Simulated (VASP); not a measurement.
# CoSi2 (Fm-3m) in VASP: a series of runs, part 2 of 2

VASP 6.6.1. The steps go on from the part before.

### Step 5. Single point, PBE

Contents of INCAR:

```
PREC = Accurate
ENCUT = 600
EDIFF = 1E-6
ISMEAR = 0
SIGMA = 0.1
LREAL = False
LASPH = True
NELM = 120
ALGO = Normal
ISIF = 2
LWAVE = False
LCHARG = False
GGA = PE
NBANDS = 16
GGA_COMPAT = False
```

Contents of KPOINTS:

```
Automatic mesh
0
Gamma
  6 6 6
```

Contents of POSCAR:

```
CoSi2
1.0
    0.0000000000      2.6825000000      2.6825000000
    2.6825000000      0.0000000000      2.6825000000
    2.6825000000      2.6825000000      0.0000000000
Co Si
1 2
Direct
    0.0000000000      0.0000000000      0.0000000000
    0.2500000000      0.2500000000      0.2500000000
    0.7500000000      0.7500000000      0.7500000000
```

Potentials or basis: VASP PAW PBE potentials, release 64 (Co, Si).

Started as:

```console
$ cat potpaw_PBE.64/Co/POTCAR potpaw_PBE.64/Si/POTCAR > POTCAR
$ mpirun -np 1 vasp_std > vasp.out
```

OUTCAR:

```text
PREC = Accurate
   ENCUT = 600
   EDIFF = 1E-6
   ISMEAR = 0
   LREAL = False
   LASPH = True
   NELM = 120
   ISIF = 2
   GGA = PE

 ion  position               nearest neighbor table
   1  0.000  0.000  0.000-   3 2.32   3 2.32   3 2.32   2 2.32   3 2.32   2 2.32   2 2.32   2 2.32

   2  0.250  0.250  0.250-   1 2.32   1 2.32   1 2.32   1 2.32   3 2.68   3 2.68   3 2.68   3 2.68
                             3 2.68   3 2.68
   3  0.750  0.750  0.750-   1 2.32   1 2.32   1 2.32   1 2.32   2 2.68   2 2.68   2 2.68   2 2.68
                             2 2.68   2 2.68

  LATTYP: Found a face centered cubic cell.
 ALAT       =     5.3650000000

  Lattice vectors:

 A1 = (   0.0000000000,   2.6825000000,   2.6825000000)
 A2 = (   2.6825000000,   0.0000000000,   2.6825000000)
 A3 = (   2.6825000000,   2.6825000000,   0.0000000000)

Analysis of symmetry for initial positions (statically):
=====================================================================
 Subroutine PRICEL returns:
 Original cell was already a primitive cell.

 Routine SETGRP: Setting up the symmetry group for a
 face centered cubic supercell.

[... 159 lines left out ...]
 E-fermi :  10.1532     XC(G=0): -11.7233

 val. band max:        9.7933111258   @ k =  -0.1667   0.1667   0.0000
 cond. band min:      10.1666166563   @ k =  -0.3333   0.1667   0.0000
 fundamental gap:      0.3733055305
 Fermi energy:        10.1531742377

 k-point     1 :       0.0000    0.0000    0.0000
  band No.  band energies     occupation
      1      -3.0611      2.00000
      2       5.9727      2.00000
      3       5.9727      2.00000
      4       5.9727      2.00000
      5       8.1393      2.00000
      6       8.1393      2.00000
[... 281 lines left out ...]
      3       3.3923      2.00000
      4       4.8855      2.00000
      5       7.3084      2.00000
      6       7.9732      2.00000
[... 8 lines left out ...]
     15      20.7859      0.00000
     16      21.8288      0.00000

------------------------ aborting loop because EDIFF is reached ----------------------------------------

  FORCE on cell =-STRESS in cart. coord.  units (eV):
  Direction    XX          YY          ZZ          XY          YZ          ZX
  --------------------------------------------------------------------------------------
  -------------------------------------------------------------------------------------
  Total       -0.1728217     -0.1728217     -0.1728217      0.0000000     -0.0000000      0.0000000
  in kB       -7.1723206     -7.1723206     -7.1723206      0.0000000     -0.0000000      0.0000000
  external PRESSURE =      -7.1723206 kB  Pullay stress =       0.0000000 kB

 VOLUME and BASIS-vectors are now :
 -----------------------------------------------------------------------------
  energy-cutoff  :      600.00
  volume of cell :       38.61
      direct lattice vectors                 reciprocal lattice vectors
     0.000000000  2.682500000  2.682500000    -0.186393290  0.186393290  0.186393290
     2.682500000  0.000000000  2.682500000     0.186393290 -0.186393290  0.186393290
     2.682500000  2.682500000  0.000000000     0.186393290  0.186393290 -0.186393290

 POSITION                                       TOTAL-FORCE (eV/Angst)
 -----------------------------------------------------------------------------------
      0.00000      0.00000      0.00000        -0.000000      0.000000      0.000000
      1.34125      1.34125      1.34125        -0.000000     -0.000000     -0.000000
      4.02375      4.02375      4.02375         0.000000      0.000000      0.000000
 -----------------------------------------------------------------------------------
    total drift:                                0.000000     -0.000000     -0.000000

  FREE ENERGIE OF THE ION-ELECTRON SYSTEM (eV)
  ---------------------------------------------------
  free  energy   TOTEN  =       -19.2897865212 eV

  energy  without entropy=      -19.2809859197  energy(sigma->0) =      -19.28538622
```

OSZICAR:

```text
N       E                     dE             d eps       ncg     rms          rms(c)
DAV:   1     0.674451817359E+02    0.67445E+02   -0.74978E+03   512   0.114E+03
DAV:   2    -0.168502251235E+02   -0.84295E+02   -0.75486E+02   536   0.219E+02
DAV:   3    -0.206245110636E+02   -0.37743E+01   -0.36927E+01   720   0.500E+01
DAV:   4    -0.206919025999E+02   -0.67392E-01   -0.67324E-01   584   0.622E+00
DAV:   5    -0.206939513653E+02   -0.20488E-02   -0.20486E-02   696   0.115E+00    0.143E+01
DAV:   6    -0.244984615258E+02   -0.38045E+01   -0.24586E+01   528   0.103E+02    0.180E+01
DAV:   7    -0.193181497745E+02    0.51803E+01   -0.10660E+01   632   0.806E+01    0.314E+00
DAV:   8    -0.193218505856E+02   -0.37008E-02   -0.74058E-01   600   0.587E+00    0.191E+00
DAV:   9    -0.192896926613E+02    0.32158E-01   -0.87319E-02   584   0.544E+00    0.476E-01
DAV:  10    -0.192899094127E+02   -0.21675E-03   -0.58977E-03   704   0.117E+00    0.132E-01
DAV:  11    -0.192897606513E+02    0.14876E-03   -0.73963E-04   672   0.501E-01    0.311E-02
DAV:  12    -0.192897874993E+02   -0.26848E-04   -0.69336E-05   544   0.574E-02    0.171E-02
DAV:  13    -0.192897861604E+02    0.13389E-05   -0.57065E-06   680   0.357E-02    0.696E-03
DAV:  14    -0.192897865212E+02   -0.36078E-06   -0.57254E-07   328   0.800E-03
   1 F= -.19289787E+02 E0= -.19285386E+02  d E =-.880060E-02
```

stdout:

```text
POSCAR found type information on POSCAR CoSi
 POSCAR found :  2 types and       3 ions
 scaLAPACK will be used
 LDA part: xc-table for (Slater+PW92), standard interpolation
 POSCAR, INCAR and KPOINTS ok, starting setup
 FFT: planning ... GRIDC
 FFT: planning ... GRID_SOFT
 FFT: planning ... GRID
 WAVECAR not read
 entering main loop
```

Run time: 13 s. Hardware: 1 thread of Intel Xeon 6975P-C (Granite Rapids), shared host; peak memory 0.16 GiB.

Results:

| Property | Result |
| --- | --- |
| Free energy | -19.2898 eV |
| Pressure | -0.7 GPa |

Spin polarisation is off, so any magnetic state and its effect on volume and gap are missing.

### Step 6. Single point, PBE

Contents of INCAR:

```
SYSTEM = CoSi2
ALGO = Normal
EDIFF = 1E-6
ENCUT = 600
GGA = PE
GGA_COMPAT = .False.
ISIF = 2
ISMEAR = -5
LASPH = .True.
LCHARG = .False.
LREAL = .False.
LWAVE = .False.
NBANDS = 16
NELM = 120
PREC = Accurate
SIGMA = 0.1
```

Contents of KPOINTS:

```
k-points
0
Gamma
  6 6 6
  0 0 0
```

POSCAR is that of step 5.

Potentials or basis: VASP PAW PBE potentials, release 64 (Co, Si).

Started as:

```console
$ cat potpaw_PBE.64/Co/POTCAR potpaw_PBE.64/Si/POTCAR > POTCAR
$ mpirun -np 1 vasp_std > vasp.out
```

OUTCAR:

```text
SYSTEM = CoSi2
   EDIFF = 1E-6
   ENCUT = 600
   GGA = PE
   ISIF = 2
   ISMEAR = -5
   LASPH = .True.
   LREAL = .False.
   NELM = 120
   PREC = Accurate

 ion  position               nearest neighbor table
   1  0.000  0.000  0.000-   3 2.32   3 2.32   3 2.32   2 2.32   3 2.32   2 2.32   2 2.32   2 2.32

   2  0.250  0.250  0.250-   1 2.32   1 2.32   1 2.32   1 2.32   3 2.68   3 2.68   3 2.68   3 2.68
                             3 2.68   3 2.68
   3  0.750  0.750  0.750-   1 2.32   1 2.32   1 2.32   1 2.32   2 2.68   2 2.68   2 2.68   2 2.68
                             2 2.68   2 2.68

  LATTYP: Found a face centered cubic cell.
 ALAT       =     5.3650000000

  Lattice vectors:

 A1 = (   0.0000000000,   2.6825000000,   2.6825000000)
 A2 = (   2.6825000000,   0.0000000000,   2.6825000000)
 A3 = (   2.6825000000,   2.6825000000,   0.0000000000)

Analysis of symmetry for initial positions (statically):
=====================================================================
 Subroutine PRICEL returns:
 Original cell was already a primitive cell.

 Routine SETGRP: Setting up the symmetry group for a
[... 164 lines left out ...]

 val. band max:        9.7888721381   @ k =  -0.1667   0.1667   0.0000
 cond. band min:      10.1641626288   @ k =  -0.3333   0.1667   0.0000
 fundamental gap:      0.3752904907
 Fermi energy:         9.9648215145

 k-point     1 :       0.0000    0.0000    0.0000
  band No.  band energies     occupation
      1      -3.0612      2.00000
      2       5.9700      2.00000
      3       5.9700      2.00000
      4       5.9700      2.00000
      5       8.1347      2.00000
      6       8.1347      2.00000
[... 281 lines left out ...]
      3       3.3922      2.00000
      4       4.8852      2.00000
      5       7.3060      2.00000
      6       7.9685      2.00000
[... 8 lines left out ...]
     15      20.7839      0.00000
     16      21.8283      0.00000

------------------------ aborting loop because EDIFF is reached ----------------------------------------

  FORCE on cell =-STRESS in cart. coord.  units (eV):
  Direction    XX          YY          ZZ          XY          YZ          ZX
  --------------------------------------------------------------------------------------
  -------------------------------------------------------------------------------------
  Total       -0.2267956     -0.2267956     -0.2267956     -0.0000000      0.0000000     -0.0000000
  in kB       -9.4123075     -9.4123075     -9.4123075     -0.0000000      0.0000000     -0.0000000
  external PRESSURE =      -9.4123075 kB  Pullay stress =       0.0000000 kB

 VOLUME and BASIS-vectors are now :
 -----------------------------------------------------------------------------
  energy-cutoff  :      600.00
  volume of cell :       38.61
      direct lattice vectors                 reciprocal lattice vectors
     0.000000000  2.682500000  2.682500000    -0.186393290  0.186393290  0.186393290
     2.682500000  0.000000000  2.682500000     0.186393290 -0.186393290  0.186393290
     2.682500000  2.682500000  0.000000000     0.186393290  0.186393290 -0.186393290

 POSITION                                       TOTAL-FORCE (eV/Angst)
 -----------------------------------------------------------------------------------
      0.00000      0.00000      0.00000        -0.000000     -0.000000     -0.000000
      1.34125      1.34125      1.34125         0.000000      0.000000      0.000000
      4.02375      4.02375      4.02375        -0.000000     -0.000000     -0.000000
 -----------------------------------------------------------------------------------
    total drift:                                0.000000     -0.000000     -0.000000

  FREE ENERGIE OF THE ION-ELECTRON SYSTEM (eV)
  ---------------------------------------------------
  free  energy   TOTEN  =       -19.2883033836 eV

  energy  without entropy=      -19.2883033836  energy(sigma->0) =      -19.28830338
```

stdout:

```text
POSCAR found type information on POSCAR CoSi
 POSCAR found :  2 types and       3 ions
 scaLAPACK will be used
 LDA part: xc-table for (Slater+PW92), standard interpolation
 POSCAR, INCAR and KPOINTS ok, starting setup
 FFT: planning ... GRIDC
 FFT: planning ... GRID_SOFT
 FFT: planning ... GRID
 WAVECAR not read
 entering main loop
 -----------------------------------------------------------------------------
|                                                                             |
|           W    W    AA    RRRRR   N    N  II  N    N   GGGG   !!!           |
|           W    W   A  A   R    R  NN   N  II  NN   N  G    G  !!!           |
|           W    W  A    A  R    R  N N  N  II  N N  N  G       !!!           |
|           W WW W  AAAAAA  RRRRR   N  N N  II  N  N N  G  GGG   !            |
|           WW  WW  A    A  R   R   N   NN  II  N   NN  G    G                |
|           W    W  A    A  R    R  N    N  II  N    N   GGGG   !!!           |
|                                                                             |
|     Tetrahedron method does not include variations of the Fermi             |
|     occupations, so forces and stress will be inaccurate. We suggest        |
|     using a different smearing scheme ISMEAR = 1 or 2 for metals in         |
|     relaxations.                                                            |
|                                                                             |
 -----------------------------------------------------------------------------
```

Run time: 16 s. Hardware: 1 thread of Intel Xeon 6975P-C (Granite Rapids), shared host; peak memory 0.17 GiB.

What came out:

| Property | Result |
| --- | --- |
| Free energy | -19.2883 eV |
| Pressure | -0.9 GPa |

Caveat: tetrahedron occupations give inexact forces and stress in metals. Spin polarisation is off, so any magnetic state and its effect on volume and gap are missing.

### Step 7. Overview

```tsv
k mesh	smearing	gap on the mesh (eV)	pressure (GPa)
2 × 2 × 2	methfessel-paxton 0.136057 eV	none	-4.4
6 × 6 × 6	gaussian 0.1 eV	none	-0.7
6 × 6 × 6	tetrahedron	none	-0.9
```

Alike in all rows: task single point; level PBE; potentials or basis VASP PAW PBE potentials, release 64 (Co, Si); no spin polarisation; cell as given; cutoff (eV) 600.

Caveats: some runs use coarse meshes; tetrahedron occupations give inexact forces and stress in metals (some runs).

Total energies depend on the potentials used, so only differences within one code and one set of settings carry meaning.
